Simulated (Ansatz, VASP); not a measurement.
**One calculation of InAs, two programs**

INCAR

```
SYSTEM = InAs
PREC     = Accurate       ! precision mode
ENCUT    = 500            ! plane-wave cutoff, eV
EDIFF    = 1E-6           ! SCF threshold, eV
ISMEAR   = 0              ! smearing method
SIGMA    = 0.15           ! smearing width, eV
LREAL    = .FALSE.        ! projectors in reciprocal space
LASPH    = .TRUE.         ! aspherical terms in the spheres
NELM     = 120            ! most SCF steps
ALGO     = Normal         ! electronic algorithm
ISIF     = 2              ! what is computed and relaxed
LWAVE    = .FALSE.        ! write WAVECAR
LCHARG   = .FALSE.        ! write CHGCAR
NBANDS   = 16             ! bands
GGA_COMPAT= .FALSE.
```

KPOINTS

```
regular mesh
0
G
  14 14 14
  0 0 0
```

The input POSCAR:

```
InAs
1.0
    0.0000000000      2.8711169296      2.8711169296
    2.8711169296      0.0000000000      2.8711169296
    2.8711169296      2.8711169296      0.0000000000
In As
1 1
Direct
    0.4888182119      0.5111817881      0.5111817881
    0.0171361882     -0.0171361882     -0.0171361882
```

Input for Ansatz:

```yaml
crystal:
  lattice:
    - [0.0, 2.8711169296, 2.8711169296]
    - [2.8711169296, 0.0, 2.8711169296]
    - [2.8711169296, 2.8711169296, 0.0]
  atoms:
    - { symbol: In, position: [0.4888182119, 0.5111817881, 0.5111817881] }
    - { symbol: As, position: [0.0171361882, -0.0171361882, -0.0171361882] }
basis:
  ecutwfc: 420
kpoints:
  mp_grid: { grid: [14, 14, 14] }
hamiltonian:
  xc: lda
  pseudopotentials: { kind: paw, azcp: { folder: soft_1 } }
scf:
  occupations: { method: gaussian, width: 0.15 }
output:
  forces: true
  stress: true
  eigenvalues: true
```

Change from the starting cell: mode 4 frozen in at -0.096 Å, equal normal strain along x, y and z +0.0250.

Alike in both runs: task single point; functional LDA; k mesh 14 × 14 × 14; occupations gaussian, width 0.15 eV; no spin polarisation.

|  | VASP | Ansatz |
| --- | --- | --- |
| version | VASP 6.6.1 | Ansatz 0.2.0 |
| potentials or method | VASP PAW LDA potentials, release 64 (In_d, As), cutoff 500 eV | scalar-relativistic, plane waves, PAW |
| valence electrons in the cell | 18 | 28 |

VASP gave:

- gap on the k mesh at the Fermi level (eV): none
- pressure (GPa): -4.1
- traceless stress, the component that is largest in VASP (GPa): 1.66
- rms of the force components (eV/Å): 0.180

Q: Estimate Ansatz's values.

A: gap on the k mesh at the Fermi level (eV): none; pressure (GPa): -4.2; traceless stress, the component that is largest in VASP (GPa): 1.65; rms of the force components (eV/Å): 0.176.

Ansatz warns that its potentials were made for another functional, while VASP's fit it. LDA's correlation is that of Perdew and Zunger in VASP and of Perdew and Wang (1992) in Ansatz. Atom by atom the forces differ by 0.005 eV/Å (rms over components). A gap of «none» marks a metal or a gap that the smearing closes. VASP's potentials hold 18 valence electrons a cell and Ansatz's 28, so a difference there can come from the potentials and not from the codes.
